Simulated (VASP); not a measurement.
# Na2SrSc4 (C2/c) in VASP: single point with PBE

Aim: the single point of Na2SrSc4 with PBE.

Everything below comes from runs of VASP 6.6.1. Logs are shortened: lines on timing, memory, paths and dates and some standing lists are left out, and cuts for length are marked.

## Step 1: The cell of the first run

The structure is monoclinic, space group C2/c (No. 15). The conventional cell has a = 18.100 Å, b = 6.380 Å, c = 6.336 Å, α = 90.00°, β = 93.94°, γ = 90.00°. Within 3.9 Å of Na (site symmetry 1) lie 5 Na at 2.96 to 3.63 Å and 7 Sc at 2.97 to 3.51 Å. Sr (site symmetry 2) has 10 Sc at 3.18 to 3.59 Å and 2 Sr at 3.42 Å and 2 Na at 4.29 Å within 4.3 Å. Sc (site symmetry 1) has 2 Na at 2.97 to 3.34 Å and 7 Sc at 3.05 to 3.73 Å and 3 Sr at 3.33 to 3.59 Å within 3.9 Å. Sc (site symmetry 1) has 5 Na at 3.02 to 3.51 Å and 2 Sr at 3.18 to 3.32 Å and 5 Sc at 3.21 to 3.73 Å within 4.0 Å.

## Step 2: Single point, PBE

The input, INCAR:

```
ALGO = Normal
EDIFF = 1E-6
ENCUT = 520
GGA = PE
ISIF = 2
ISMEAR = 1
LASPH = T
LCHARG = F
LREAL = F
LWAVE = F
NBANDS = 81
NELM = 100
PREC = Accurate
SIGMA = 0.1196
```

The input, KPOINTS:

```
k-points
0
Gamma
  3 3 3
```

The input, POSCAR:

```
Na2SrSc4
1.0
   -0.0000001762      6.3796550000     -0.0000000121
    9.0499740881     -3.1898272500      0.0000000061
    0.4348020000      0.0000000000     -6.3209930000
Na Sr Sc
4 2 8
Direct
    0.1607309212      0.5751864800      0.1586967852
    0.5855444412      0.4248135200      0.3413032148
    0.8392690788      0.4248135200      0.8413032148
    0.4144555588      0.5751864800      0.6586967852
    0.8987503174      0.0000000000      0.7500000000
    0.1012496826      0.0000000000      0.2500000000
    0.3357620475      0.8565380491      0.8915321269
    0.4792239984      0.1434619509      0.6084678731
    0.6642379525      0.1434619509      0.1084678731
    0.5207760016      0.8565380491      0.3915321269
    0.7363950727      0.7053665416      0.0541958552
    0.0310285311      0.2946334584      0.4458041448
    0.2636049273      0.2946334584      0.9458041448
    0.9689714689      0.7053665416      0.5541958552
```

Potentials or basis: VASP PAW PBE potentials, release 64 (Na_pv, Sr_sv, Sc_sv).

On the command line:

```
$ cat potpaw_PBE.64/Na_pv/POTCAR potpaw_PBE.64/Sr_sv/POTCAR potpaw_PBE.64/Sc_sv/POTCAR > POTCAR
$ mpirun -np 1 vasp_std > vasp.out
```

OUTCAR:

```text
EDIFF = 1E-6
   ENCUT = 520
   GGA = PE
   ISIF = 2
   ISMEAR = 1
   LASPH = T
   LREAL = F
   NELM = 100
   PREC = Accurate

 ion  position               nearest neighbor table
   1  0.161  0.575  0.159-   7 2.97  12 3.02
   2  0.586  0.425  0.341-   8 2.97  11 3.02
   3  0.839  0.425  0.841-   9 2.97  14 3.02
   4  0.414  0.575  0.659-  10 2.97  13 3.02
   5  0.899  0.000  0.750-  12 3.18  11 3.18  14 3.32  13 3.32  10 3.33   9 3.33   6 3.42   6 3.42
                             8 3.49   7 3.49   7 3.59   8 3.59
   6  0.101  0.000  0.250-  14 3.18  13 3.18  12 3.32  11 3.32   8 3.33   7 3.33   5 3.42   5 3.42
                            10 3.49   9 3.49   9 3.59  10 3.59
   7  0.336  0.857  0.892-   1 2.97   8 3.05  14 3.21   9 3.24   6 3.33  10 3.38  10 3.38   5 3.49
                             5 3.59
   8  0.479  0.143  0.608-   2 2.97   7 3.05  13 3.21  10 3.24   6 3.33   9 3.38   9 3.38   5 3.49
                             5 3.59
   9  0.664  0.143  0.108-   3 2.97  10 3.05  12 3.21   7 3.24   5 3.33   8 3.38   8 3.38   6 3.49
                             6 3.59
  10  0.521  0.857  0.392-   4 2.97   9 3.05  11 3.21   8 3.24   5 3.33   7 3.38   7 3.38   6 3.49
                             6 3.59
  11  0.736  0.705  0.054-   2 3.02   5 3.18  10 3.21   6 3.32
  12  0.031  0.295  0.446-   1 3.02   5 3.18   9 3.21   6 3.32
  13  0.264  0.295  0.946-   4 3.02   6 3.18   8 3.21   5 3.32
  14  0.969  0.705  0.554-   3 3.02   6 3.18   7 3.21   5 3.32

  LATTYP: Found a base centered monoclinic cell.
 ALAT       =    18.0999480000
 B/A-ratio  =     0.3524681397
 C/A-ratio  =     0.3500523708
 COS(beta)  =    -0.0686248143

  Lattice vectors:

 A1 = (  -9.0499739119,  -3.1898277500,   0.0000000060)
 A2 = (  -9.0499740881,   3.1898272500,  -0.0000000061)
 A3 = (   0.4348020000,   0.0000000000,  -6.3209930000)

Analysis of symmetry for initial positions (statically):
=====================================================================
 Subroutine PRICEL returns:
 Original cell was already a primitive cell.

 Routine SETGRP: Setting up the symmetry group for a
 base centered monoclinic supercell.

 Subroutine GETGRP returns: Found  4 space group operations
 (whereof  2 operations were pure point group operations)
 out of a pool of  4 trial point group operations.

The static configuration has the point symmetry S_2 .
 The point group associated with its full space group is C_2h.

Analysis of symmetry for dynamics (positions and initial velocities):
=====================================================================
 Subroutine PRICEL returns:
 Original cell was already a primitive cell.

 Routine SETGRP: Setting up the symmetry group for a
 base centered monoclinic supercell.

 Subroutine GETGRP returns: Found  4 space group operations
 (whereof  2 operations were pure point group operations)
 out of a pool of  4 trial point group operations.

The dynamic configuration has the point symmetry S_2 .
 The point group associated with its full space group is C_2h.

 Subroutine INISYM returns: Found  4 space group operations
 (whereof  2 operations are pure point group operations),
 and found     1 'primitive' translations

----------------------------------------------------------------------------------------

                                     Primitive cell

  volume of cell :     364.9470

  direct lattice vectors                    reciprocal lattice vectors
    -0.000000176  6.379655000 -0.000000012     0.055248773  0.156748290  0.003800396
     9.049974088 -3.189827250  0.000000006     0.110497555  0.000000003  0.007600793
     0.434802000  0.000000000 -6.320993000     0.000000000 -0.000000000 -0.158202991

  length of vectors
     6.379655000  9.595677614  6.335929710     0.166243485  0.110758664  0.158202991

  position of ions in fractional coordinates (direct lattice)
     0.160730921  0.575186480  0.158696785
     0.585544441  0.424813520  0.341303215
     0.839269079  0.424813520  0.841303215
     0.414455559  0.575186480  0.658696785
     0.898750317  0.000000000  0.750000000
     0.101249683  0.000000000  0.250000000
     0.335762047  0.856538049  0.891532127
     0.479223998  0.143461951  0.608467873
     0.664237953  0.143461951  0.108467873
     0.520776002  0.856538049  0.391532127
     0.736395073  0.705366542  0.054195855
     0.031028531  0.294633458  0.445804145
     0.263604927  0.294633458  0.945804145
     0.968971469  0.705366542  0.554195855

  ion indices of the primitive-cell ions
   primitive index   ion index
                 1           1
                 2           2
                 3           3
                 4           4
                 5           5
                 6           6
                 7           7
                 8           8
                 9           9
                10          10
                11          11
                12          12
                13          13
                14          14

----------------------------------------------------------------------------------------

 KPOINTS: k-points

Automatic generation of k-mesh.
 Grid dimensions read from file:
 generate k-points for:    3    3    3

 Generating k-lattice:

  Cartesian coordinates                     Fractional coordinates (reciprocal lattice)
     0.018416258  0.052249430  0.001266799     0.333333333 -0.000000000 -0.000000000
     0.036832518  0.000000001  0.002533598     0.000000000  0.333333333  0.000000000
     0.000000000 -0.000000000 -0.052734330     0.000000000  0.000000000  0.333333333

  Length of vectors
     0.055414495  0.036919555  0.052734330

  Shift w.r.t. Gamma in fractional coordinates (k-lattice)
     0.000000000  0.000000000  0.000000000

 Subroutine IBZKPT returns following result:
 ===========================================

 Found     10 irreducible k-points:

 Following reciprocal coordinates:
            Coordinates               Weight
  0.000000  0.000000  0.000000      1.000000
  0.333333 -0.000000 -0.000000      4.000000
  0.000000  0.333333  0.000000      2.000000
  0.333333  0.333333 -0.000000      2.000000
  0.000000  0.000000  0.333333      2.000000
  0.333333 -0.000000  0.333333      4.000000
 -0.333333  0.000000  0.333333      4.000000
  0.000000  0.333333  0.333333      2.000000
  0.333333  0.333333  0.333333      4.000000
  0.000000 -0.333333  0.333333      2.000000
   k-points           NKPTS =     10   k-points in BZ     NKDIM =     10   number of bands    NBANDS=     81
   number of dos      NEDOS =    301   number of ions     NIONS =     14
   total plane-waves  NPLWV = 165888
   dimension x,y,z NGX =    48 NGY =   72 NGZ =   48
   dimension x,y,z NGXF=    96 NGYF=  144 NGZF=   96
   ions per type =               4   2   8
   NGX,Y,Z   is equivalent  to a cutoff of  12.51, 12.47, 12.59 a.u.
   NGXF,Y,Z  is equivalent  to a cutoff of  25.02, 24.95, 25.19 a.u.
 SYSTEM =  unknown system
   PREC   = accura    normal or accurate (medium, high low for compatibility)
   ISTART =      0    job   : 0-new  1-cont  2-samecut
   ICHARG =      2    charge: 1-file 2-atom 10-const
   ISPIN  =      1    spin polarized calculation?
   LNONCOLLINEAR =      F non collinear calculations
   LSORBIT =      F    spin-orbit coupling
   LASPH  =      T    aspherical Exc in radial PAW
   ENCUT  =  520.0 eV  38.22 Ry    6.18 a.u.  11.86 17.84 11.78*2*pi/ulx,y,z
   NELM   =    100;   NELMIN=  2; NELMDL= -5     # of ELM steps
   EDIFF  = 0.1E-05   stopping-criterion for ELM
   LREAL  =      F    real-space projection
   EDIFFG = 0.1E-04   stopping-criterion for IOM
   NSW    =      0    number of steps for IOM
   IBRION =     -1    ionic relax: 0-MD 1-quasi-New 2-CG
   NFREE  =      0    steps in history (QN), initial steepest desc. (CG)
   ISIF   =      2    stress and relaxation
   ISYM   =      2    0-nonsym 1-usesym 2-fastsym
   POTIM  = 0.5000    time-step for ionic-motion
   TEBEG  =    0.0;   TEEND  =   0.0 temperature during run
   PSTRESS=    0.0 pullay stress
   NELECT =     136.0000    total number of electrons
   NUPDOWN=      -1.0000    fix difference up-down
   EMIN   =  10.00;   EMAX   =-10.00  energy-range for DOS
   EFERMI =   0.00;   METHOD = LEGACY
   ISMEAR =     1;   SIGMA  =   0.12  broadening in eV -4-tet -1-fermi 0-gaus
   EFERMI_NEDOS =   21; number of points for ismear=-14 and -15
   IALGO  =     38    algorithm
   IMIX   =      4    mixing-type and parameters
     AMIX     =   0.40;   BMIX     =  1.00
     AMIX_MAG =   1.60;   BMIX_MAG =  1.00
  volume/ion in A,a.u.               =      26.07       175.91
  Fermi-wavevector in a.u.,A,eV,Ry     =   1.178088  2.226264 18.883419  1.387892
  Thomas-Fermi vector in A             =   2.314423
   LORBIT       =      0    0 simple, 1 ext, 2 COOP (PROOUT), +10 PAW based schemes
   GGA     = PE    functional components
   LHFCALC =     F    Hartree Fock is set to
   AEXX    =    0.0000 exact exchange contribution
   IVDW    =     0    specifies the selected vdW correction
   LEPSILON=     F    determine dielectric tensor
   LRPA    =     F    only Hartree local field effects (RPA)
 non-spin polarized calculation
 Methfessel and Paxton  Order N= 1 SIGMA  =   0.12
  energy-cutoff  :      520.00
  volume of cell :      364.95
 maximum number of plane-waves:      9840
   NGX = 23   NGY = 35   NGZ = 23

 number of electron     135.9999993 magnetization

 Free energy of the ion-electron system (eV)
  ---------------------------------------------------
  ext. energy  EPLUGINS =         0.00000000
  ---------------------------------------------------
  free energy    TOTEN  =       -51.58306474 eV

  energy without entropy =      -51.58655396  energy(sigma->0) =      -51.58422781

 E-fermi :   3.0335     XC(G=0):  -9.1289

 val. band max:        3.0308867801   @ k =   0.0000   0.3333   0.3333
 cond. band min:       3.0461703060   @ k =   0.3333   0.3333   0.3333
 fundamental gap:      0.0152835259
 Fermi energy:         3.0334965189

 k-point     1 :       0.0000    0.0000    0.0000
  band No.  band energies     occupation
      1     -47.0206      2.00000
      2     -47.0203      2.00000
      3     -47.0124      2.00000
      4     -47.0121      2.00000
      5     -46.6507      2.00000
      6     -46.6277      2.00000
[... 72 lines left out ...]
     79       3.9419     -0.00000
     80       3.9579     -0.00000

 k-point     2 :       0.3333   -0.0000   -0.0000
  band No.  band energies     occupation
      1     -47.0204      2.00000
      2     -47.0202      2.00000
      3     -47.0124      2.00000
      4     -47.0122      2.00000
      5     -46.6507      2.00000
      6     -46.6277      2.00000
[... 72 lines left out ...]
     79       4.0142     -0.00000
     80       4.1661     -0.00000
[... 579 lines left out ...]
     79       3.9161     -0.00000
     80       4.0724     -0.00000

 k-point    10 :       0.0000   -0.3333    0.3333
  band No.  band energies     occupation
      1     -47.0185      2.00000
      2     -47.0182      2.00000
      3     -47.0144      2.00000
      4     -47.0141      2.00000
      5     -46.6457      2.00000
      6     -46.6347      2.00000
[... 72 lines left out ...]
     79       3.9203     -0.00000
     80       3.9511     -0.00000
 [bands above 80 left out]

------------------------ aborting loop because EDIFF is reached ----------------------------------------

  FORCE on cell =-STRESS in cart. coord.  units (eV):
  Direction    XX          YY          ZZ          XY          YZ          ZX
  --------------------------------------------------------------------------------------
  -------------------------------------------------------------------------------------
  Total       15.4136653      3.5486081      9.8306218      0.0000003      0.0000002      6.4431534
  in kB       67.6685193     15.5789716     43.1580424      0.0000015      0.0000008     28.2865002
  external PRESSURE =      42.1351777 kB  Pullay stress =       0.0000000 kB

 VOLUME and BASIS-vectors are now :
 -----------------------------------------------------------------------------
  energy-cutoff  :      520.00
  volume of cell :      364.95
      direct lattice vectors                 reciprocal lattice vectors
    -0.000000176  6.379655000 -0.000000012     0.055248773  0.156748290  0.003800396
     9.049974088 -3.189827250  0.000000006     0.110497555  0.000000003  0.007600793
     0.434802000  0.000000000 -6.320993000     0.000000000 -0.000000000 -0.158202991

 POSITION                                       TOTAL-FORCE (eV/Angst)
 -----------------------------------------------------------------------------------
      5.27442     -0.80934     -1.00312        -0.001769      0.002167     -0.005434
      3.99295      2.38049     -2.15738         0.001769      0.002167      0.005434
      4.21035      3.99917     -5.31787         0.001769     -0.002167      0.005434
      5.49183      0.80934     -4.16362        -0.001769     -0.002167     -0.005434
      0.32610      5.73372     -4.74074         0.000000     -0.006177      0.000000
      0.10870      0.64594     -1.58025        -0.000000      0.006177     -0.000000
      8.13929     -0.59016     -5.63537        -0.008330      0.003286     -0.000420
      1.56289      2.59966     -3.84612         0.008330      0.003286      0.000420
      1.34549      3.77999     -0.68562         0.008330     -0.003286      0.000420
      7.92189      0.59016     -2.47487        -0.008330     -0.003286     -0.000420
      6.40711      2.44795     -0.34257        -0.008847     -0.000644     -0.003774
      2.86026     -0.74188     -2.81792         0.008847     -0.000644      0.003774
      3.07766      0.74188     -5.97842         0.008847      0.000644      0.003774
      6.62451      3.93171     -3.50307        -0.008847      0.000644     -0.003774
 -----------------------------------------------------------------------------------
    total drift:                                0.000000     -0.000000      0.000000

  FREE ENERGIE OF THE ION-ELECTRON SYSTEM (eV)
  ---------------------------------------------------
  free  energy   TOTEN  =       -51.5830647417 eV

  energy  without entropy=      -51.5865539602  energy(sigma->0) =      -51.58422781
```

It took 6.9 min on 1 thread of Intel Xeon Platinum 8488C (Sapphire Rapids), shared host; peak memory 0.54 GiB.

Results:

```
Free energy   : -51.5831 eV
Pressure      : 4.2 GPa
Largest force : 0.010 eV/Å
```

Forces in eV/Å, atoms in the order of the input:
```
Na  -0.002  0.002 -0.005
Na   0.002  0.002  0.005
Na   0.002 -0.002  0.005
Na  -0.002 -0.002 -0.005
Sr   0.000 -0.006  0.000
Sr   0.000  0.006  0.000
Sc  -0.008  0.003  0.000
Sc   0.008  0.003  0.000
Sc   0.008 -0.003  0.000
Sc  -0.008 -0.003  0.000
Sc  -0.009 -0.001 -0.004
Sc   0.009 -0.001  0.004
Sc   0.009  0.001  0.004
Sc  -0.009  0.001 -0.004
```

Caveat: the cell stands under pressure.
